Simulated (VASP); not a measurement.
Wanted: the native input for a VASP 6.6.1 run.

```
Task                   : relaxation of the atoms
Functional             : PBE
Potentials or basis    : VASP PAW PBE potentials, release 64 (N, Al)
Cutoff                 : 520 eV
k mesh                 : 1 × 1 × 1
Occupations            : gaussian, width 0.01 eV
Spin                   : no spin polarisation
Dipole correction      : no
Further INCAR settings : LREAL = Auto; ALGO = Normal; EDIFF = 1e-07; IBRION = 2; EDIFFG = -0.005; NSW = 80
```

The structure of AlN lies in POSCAR:

```
AlN
1.0
    9.3390000000      0.0000000000      0.0000000000
    0.0000000000     10.7837483300      0.0000000000
    0.0000000000      0.0000000000      9.9620000000
N Al
48 48
Direct
    0.0000000000      0.0000000000      0.1910000000
    0.0000000000      0.1666666700      0.4410000000
    0.0000000000      0.1666666700      0.9410000000
    0.1666666700      0.9166666700      0.4410000000
    0.1666666700      0.9166666700      0.9410000000
    0.8333333300      0.9166666700      0.4410000000
    0.8333333300      0.9166666700      0.9410000000
    0.3333333300      0.0000000000      0.1910000000
    0.6666666700      0.0000000000      0.1910000000
    0.1666666700      0.2500000000      0.1910000000
    0.1666666700      0.7500000000      0.1910000000
    0.8333333300      0.2500000000      0.1910000000
    0.8333333300      0.7500000000      0.1910000000
    0.0000000000      0.6666666700      0.4410000000
    0.0000000000      0.6666666700      0.9410000000
    0.3333333300      0.1666666700      0.4410000000
    0.3333333300      0.1666666700      0.9410000000
    0.6666666700      0.1666666700      0.4410000000
    0.6666666700      0.1666666700      0.9410000000
    0.0000000000      0.0000000000      0.6910000000
    0.3333333300      0.6666666700      0.4410000000
    0.3333333300      0.6666666700      0.9410000000
    0.6666666700      0.6666666700      0.4410000000
    0.6666666700      0.6666666700      0.9410000000
    0.1666666700      0.4166666700      0.4410000000
    0.1666666700      0.4166666700      0.9410000000
    0.5000000000      0.9166666700      0.4410000000
    0.5000000000      0.9166666700      0.9410000000
    0.8333333300      0.4166666700      0.4410000000
    0.8333333300      0.4166666700      0.9410000000
    0.0000000000      0.5000000000      0.1910000000
    0.5000000000      0.2500000000      0.1910000000
    0.5000000000      0.7500000000      0.1910000000
    0.3333333300      0.0000000000      0.6910000000
    0.6666666700      0.0000000000      0.6910000000
    0.1666666700      0.2500000000      0.6910000000
    0.1666666700      0.7500000000      0.6910000000
    0.8333333300      0.2500000000      0.6910000000
    0.8333333300      0.7500000000      0.6910000000
    0.3333333300      0.5000000000      0.1910000000
    0.6666666700      0.5000000000      0.1910000000
    0.5000000000      0.4166666700      0.4410000000
    0.5000000000      0.4166666700      0.9410000000
    0.0000000000      0.5000000000      0.6910000000
    0.5000000000      0.2500000000      0.6910000000
    0.5000000000      0.7500000000      0.6910000000
    0.3333333300      0.5000000000      0.6910000000
    0.6666666700      0.5000000000      0.6910000000
    0.0000000000      0.1666666700      0.2500000000
    0.1666666700      0.9166666700      0.2500000000
    0.8333333300      0.9166666700      0.2500000000
    0.0000000000      0.0000000000      0.0000000000
    0.0000000000      0.0000000000      0.5000000000
    0.0000000000      0.6666666700      0.2500000000
    0.3333333300      0.1666666700      0.2500000000
    0.6666666700      0.1666666700      0.2500000000
    0.3333333300      0.0000000000      0.0000000000
    0.6666666700      0.0000000000      0.0000000000
    0.1666666700      0.2500000000      0.0000000000
    0.1666666700      0.7500000000      0.0000000000
    0.8333333300      0.2500000000      0.0000000000
    0.8333333300      0.7500000000      0.0000000000
    0.3333333300      0.0000000000      0.5000000000
    0.6666666700      0.0000000000      0.5000000000
    0.1666666700      0.2500000000      0.5000000000
    0.1666666700      0.7500000000      0.5000000000
    0.8333333300      0.2500000000      0.5000000000
    0.8333333300      0.7500000000      0.5000000000
    0.0000000000      0.1666666700      0.7500000000
    0.1666666700      0.9166666700      0.7500000000
    0.8333333300      0.9166666700      0.7500000000
    0.3333333300      0.6666666700      0.2500000000
    0.6666666700      0.6666666700      0.2500000000
    0.1666666700      0.4166666700      0.2500000000
    0.5000000000      0.9166666700      0.2500000000
    0.8333333300      0.4166666700      0.2500000000
    0.0000000000      0.6666666700      0.7500000000
    0.3333333300      0.1666666700      0.7500000000
    0.6666666700      0.1666666700      0.7500000000
    0.0000000000      0.5000000000      0.0000000000
    0.5000000000      0.2500000000      0.0000000000
    0.5000000000      0.7500000000      0.0000000000
    0.0000000000      0.5000000000      0.5000000000
    0.5000000000      0.2500000000      0.5000000000
    0.5000000000      0.7500000000      0.5000000000
    0.3333333300      0.6666666700      0.7500000000
    0.6666666700      0.6666666700      0.7500000000
    0.1666666700      0.4166666700      0.7500000000
    0.5000000000      0.9166666700      0.7500000000
    0.8333333300      0.4166666700      0.7500000000
    0.5000000000      0.4166666700      0.2500000000
    0.3333333300      0.5000000000      0.0000000000
    0.6666666700      0.5000000000      0.0000000000
    0.3333333300      0.5000000000      0.5000000000
    0.6666666700      0.5000000000      0.5000000000
    0.5000000000      0.4166666700      0.7500000000
```

The input as run:

INCAR

```
ALGO = Normal
EDIFF = 1E-7
EDIFFG = -0.005
ENCUT = 520
GGA = PE
IBRION = 2
ISIF = 2
ISMEAR = 0
LASPH = T
LCHARG = F
LREAL = Auto
LUSENCCL = F
LWAVE = F
NELM = 100
NSW = 80
PREC = Accurate
SIGMA = 0.01
```

KPOINTS

```
k-points
0
Gamma
  1 1 1
```

Potentials or basis: VASP PAW PBE potentials, release 64 (N, Al).

Command:

```console
$ cat potpaw_PBE.64/N/POTCAR potpaw_PBE.64/Al/POTCAR > POTCAR
$ mpirun -np 1 vasp_gam > vasp.out
```

Results of the run:

```
Energy gained by relaxing : 0.0 meV/atom
Ionic steps               : 7
Pressure after relaxing   : 3.3 GPa
Band gap on the k mesh    : 4.18 eV
```

Caveat: the k points lie up to 0.67 Å⁻¹ apart.

Wall time 6.9 min on 1 × NVIDIA H100 80GB with 1 thread of Intel(R) Xeon(R) Platinum 8481C CPU @ 2.70GHz (Sapphire Rapids), with other jobs on the host, peak memory 1.6 GiB.
